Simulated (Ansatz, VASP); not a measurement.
**One calculation of Nb, two programs**

```xyz
2
Lattice="2.8336 0.0000 0.0000 -1.4168 2.4539 0.0000 0.0000 0.0000 5.1847" Properties=species:S:1:pos:R:3 pbc="T T T"
Nb    0.0000    1.6360    1.2962
Nb    1.4168    0.8180    3.8885
```

Alike in both runs: task single point; functional PBEsol; k mesh 17 × 17 × 9; occupations fermi-dirac, width 0.05 eV; no spin polarisation.

|  | VASP | Ansatz |
| --- | --- | --- |
| version | VASP 6.6.1 | Ansatz 0.2.0 |
| potentials or method | VASP PAW PBE potentials, release 64 (Nb_sv), cutoff 520 eV | all-electron LAPW, scalar-relativistic |

|  | VASP | Ansatz | Ansatz less VASP |
| --- | --- | --- | --- |
| pressure (GPa) | -0.3 | 0.0 | +0.28 |

VASP's potentials were made for PBE, not for PBEsol. Ansatz ran all-electron here, and VASP with PAW potentials.
